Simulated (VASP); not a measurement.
The system is BaTiO3.

```
Ba Ti O
1.0
     3.99980    0.00000    0.00000
     0.00000    3.99980    0.00000
     0.00000    0.00000    4.01800
Ba Ti O
1 1 3
Direct
  0.00000 0.00000 0.00000
  0.50000 0.50000 0.49000
  0.50000 0.50000 0.01900
  0.50000 0.00000 0.51700
  0.00000 0.50000 0.51700
```

Base run:

| Quantity | Value |
| --- | --- |
| Program | VASP 6.6.1 |
| Functional | RPBE |
| Potentials or basis | VASP PAW PBE potentials, release 64 (Ba_sv, Ti_sv, O) |
| Cutoff | 520 eV |
| k mesh | 4 × 4 × 4 |
| Occupations | gaussian, width 0.01 eV |
| Spin | no spin polarisation |

Its results: band gap on the k mesh 1.80 eV, indirect (least direct gap 2.09 eV); pressure 8.5 GPa; largest force 0.301 eV/Å.

Q: The run is repeated on the same cell with these changes: functional from RPBE to PBE. What comes out?

A: Band gap on the k mesh 1.76 eV, indirect (least direct gap 2.05 eV); pressure 4.2 GPa; largest force 0.305 eV/Å.

PBE binds more tightly than RPBE, so the same cell stands under less pressure.

Caveats: spin-orbit coupling is left out, which moves the levels of the heavy elements; the PAW data sets were made with another functional, which shifts forces and pressure a little (some runs).

A k mesh can miss the band edges.
